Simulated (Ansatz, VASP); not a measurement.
# One calculation of GaN, two programs

```
CELL_PARAMETERS angstrom
0.00000 2.25350 2.35491
2.25350 0.00000 2.35491
2.25350 2.25350 0.00000
ATOMIC_POSITIONS crystal
Ga 0.00000 0.00000 0.00000
N 0.75000 0.75000 0.75000
```

Change from the starting cell: strain +0.0450 x Voigt [0, 0, 1, 0, 0, 0], atoms carried along.

Alike in both runs: task single point; functional r2SCAN; k mesh 10 × 10 × 10; occupations gaussian, width 0.05 eV; no spin polarisation.

|  | VASP | Ansatz |
| --- | --- | --- |
| version | VASP 6.6.1 | Ansatz 0.2.0 |
| potentials or method | VASP PAW PBE potentials, release 64 (Ga_d, N), cutoff 520 eV | scalar-relativistic, plane waves, PAW |
| valence electrons in the cell | 18 | 18 |

VASP gave:

| Quantity | Value |
| --- | --- |
| gap on the k mesh at the Fermi level (eV) | 1.75 |
| least direct gap on the mesh (eV) | 1.75 |
| pressure (GPa) | -8.1 |
| traceless stress, the component that is largest in VASP (GPa) | -4.30 |

Question: What did Ansatz give for the same quantities?

Answer: gap on the k mesh at the Fermi level (eV): 1.75; least direct gap on the mesh (eV): 1.75; pressure (GPa): -8.9; traceless stress, the component that is largest in VASP (GPa): -4.35.

VASP's potentials were made for PBE, not for r2SCAN.
